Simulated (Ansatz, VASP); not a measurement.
Ge3PPt in VASP and in Ansatz

The input INCAR:

```
PREC = Accurate
ENCUT = 520
EDIFF = 1E-7
ISMEAR = 1
SIGMA = 0.0118
LREAL = F
LASPH = T
NELM = 100
ALGO = Normal
ISIF = 2
LWAVE = F
LCHARG = F
GGA = PE
NBANDS = 36
```

Contents of KPOINTS:

```
regular mesh
0
Gamma
  5 5 5
```

The input POSCAR:

```
Ge3PPt
1.0
    0.0000000000      4.1994450000      0.0000000000
    4.1994450000      0.0000000000      0.0000000000
    2.0997230000      2.0997230000     -4.7087330000
P Pt Ge
1 1 3
Direct
    0.0000000000      0.0000000000      0.0000000000
    0.6479000000      0.6479000000      0.7042000000
    0.4004000000      0.4004000000      0.1992000000
    0.7537000000      0.2537000000      0.4926000000
    0.2537000000      0.7537000000      0.4926000000
```

Input for Ansatz:

```yaml
crystal:
  lattice:
    - [0.0, 4.199445, 0.0]
    - [4.199445, 0.0, 0.0]
    - [2.099723, 2.099723, -4.708733]
  atoms:
    - { symbol: P, position: [0.0, 0.0, 0.0] }
    - { symbol: Pt, position: [0.6479, 0.6479, 0.7042] }
    - { symbol: Ge, position: [0.4004, 0.4004, 0.1992] }
    - { symbol: Ge, position: [0.7537, 0.2537, 0.4926] }
    - { symbol: Ge, position: [0.2537, 0.7537, 0.4926] }
  symmetry: { tolerance: 0.0003 }
kpoints:
  mp_grid: { grid: [5, 5, 5], shift: [0, 0, 0] }
magnetization:
  spin_polarized: false
scf:
  occupations: { method: methfessel_paxton, width: 0.0118 }
hamiltonian:
  pseudopotentials: { kind: paw }
  xc: pbe
basis:
  ecutwfc: 420
output:
  forces: true
  stress: true
  eigenvalues: true
```

Alike in both runs: task single point; functional PBE; k mesh 5 × 5 × 5; occupations methfessel-paxton of order 1, width 0.0118 eV; no spin polarisation.

```csv
,VASP,Ansatz
version,VASP 6.6.1,Ansatz 0.2.0
potentials or method,"VASP PAW PBE potentials, release 64 (P, Pt, Ge_d), cutoff 520 eV",PAW plane waves
valence electrons in the cell,57,65
```

```csv
,VASP,Ansatz,Ansatz less VASP
gap on the k mesh at the Fermi level (eV),none,none,-
pressure (GPa),24.1,24.0,-0.14
"traceless stress, the component that is largest in VASP (GPa)",2.69,2.72,+0.028
rms of the force components (eV/Å),0.928,0.921,-0.0071
```

Atom by atom the forces differ by 0.007 eV/Å (rms over components). A gap of «none» marks a metal or a gap that the smearing closes. VASP's potentials hold 57 valence electrons a cell and Ansatz's 65, so a difference there can come from the potentials and not from the codes.

Spin-orbit coupling is off throughout.
